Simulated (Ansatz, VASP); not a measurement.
## Os in VASP and in Ansatz

Contents of INCAR:

```
SYSTEM = Os
PREC = Accurate ; ENCUT = 520
EDIFF = 1E-6 ; ISMEAR = -1
SIGMA = 0.1 ; LREAL = .False.
LASPH = .True. ; NELM = 80
ALGO = Normal ; ISIF = 2
LWAVE = .False. ; LCHARG = .False.
GGA = PE ; NBANDS = 15
```

File KPOINTS:

```
regular mesh
0
Gamma
  11 11 11
  0 0 0
```

File POSCAR:

```
Os
1.0
    0.0000000000      2.7407118420      2.7407118420
    2.7407118420      0.0000000000      2.7407118420
    2.7407118420      2.7407118420      0.0000000000
Os
2
Direct
    0.1250000000      0.1250000000      0.1250000000
    0.8750000000      0.8750000000      0.8750000000
```

Input for Ansatz:

```yaml
crystal:
  lattice:
    - [0.0, 2.740711842, 2.740711842]
    - [2.740711842, 0.0, 2.740711842]
    - [2.740711842, 2.740711842, 0.0]
  atoms:
    - { symbol: Os, position: [0.125, 0.125, 0.125] }
    - { symbol: Os, position: [0.875, 0.875, 0.875] }
hamiltonian:
  xc: pbe
  pseudopotentials:
    kind: paw
    azcp:
      Os: "pseudopotentials/Os.paw.azcp"
basis:
  ecutwfc: 420
  fft_grid_basis: typed
kpoints:
  mp_grid: { grid: [11, 11, 11], shift: [0, 0, 0] }
magnetization:
  spin_polarized: false
scf:
  occupations: { method: fermi_dirac, width: 0.1 }
  lower_state_search: "off"
output:
  stress: true
```

Alike in both runs: task single point; functional PBE; k mesh 11 × 11 × 11; occupations fermi-dirac, width 0.1 eV; no spin polarisation.

|  | VASP | Ansatz |
| --- | --- | --- |
| version | VASP 6.6.1 | Ansatz 0.2.0 |
| potentials or method | VASP PAW PBE potentials, release 64 (Os), cutoff 520 eV | plane waves (420 eV) with PAW, scalar-relativistic |
| valence electrons in the cell | 16 | 32 |

```tsv
	VASP	Ansatz	Ansatz less VASP
pressure (GPa)	7.9	9.2	+1.32
```

The functional is the same, so the differences come from potentials, cutoffs and numerics. VASP's potentials hold 16 valence electrons a cell and Ansatz's 32, so a difference there can come from the potentials and not from the codes.

Neither program's run includes spin-orbit coupling.
